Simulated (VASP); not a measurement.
A run of VASP 6.6.1 is set up as follows.

File INCAR:

```
PREC = Accurate ; ENCUT = 520
EDIFF = 1E-6 ; ISMEAR = 0
SIGMA = 0.1 ; LREAL = False
LASPH = True ; NELM = 100
ALGO = Normal ; ISIF = 2
LWAVE = False ; LCHARG = True
GGA = PE ; LELF = True
LVHAR = True ; NBANDS = 33
```

Contents of KPOINTS:

```
Automatic mesh
0
Gamma
  6 6 4
```

The input POSCAR:

```
Hf4Pt
1.0
    4.8514678761      0.0000000029      0.0000000000
   -2.4257339405      4.2014944249      0.0000000000
    0.0000000000      0.0000000000      5.5844246895
Hf Pt
4 1
Direct
    0.3333333333      0.6666666667      0.7542884944
    0.3333333333      0.6666666667      0.2457115056
    0.6666666667      0.3333333333      0.2457115056
    0.6666666667      0.3333333333      0.7542884944
    0.0000000000      0.0000000000      0.0000000000
```

Potentials or basis: VASP PAW PBE potentials, release 64 (Hf_pv, Pt).

Command:

```sh
$ cat potpaw_PBE.64/Hf_pv/POTCAR potpaw_PBE.64/Pt/POTCAR > POTCAR
$ mpirun -np 1 vasp_std > vasp.out
```

Problem. Predict the pressure.

Solution. -0.6 GPa.

Problem. Estimate the largest force.

Solution. 0.032 eV/Å.

Problem. Estimate the band gap on the k mesh.

Solution. Zero (bands 25 and 26 overlap by 1.15 eV).

Forces in eV/Å, atoms in the order of the input:
```
Hf   0.000  0.000  0.032
Hf   0.000  0.000 -0.032
Hf   0.000  0.000 -0.032
Hf   0.000  0.000  0.032
Pt   0.000  0.000  0.000
```

Caveat: spin-orbit coupling is left out, which moves the levels of the heavy elements.
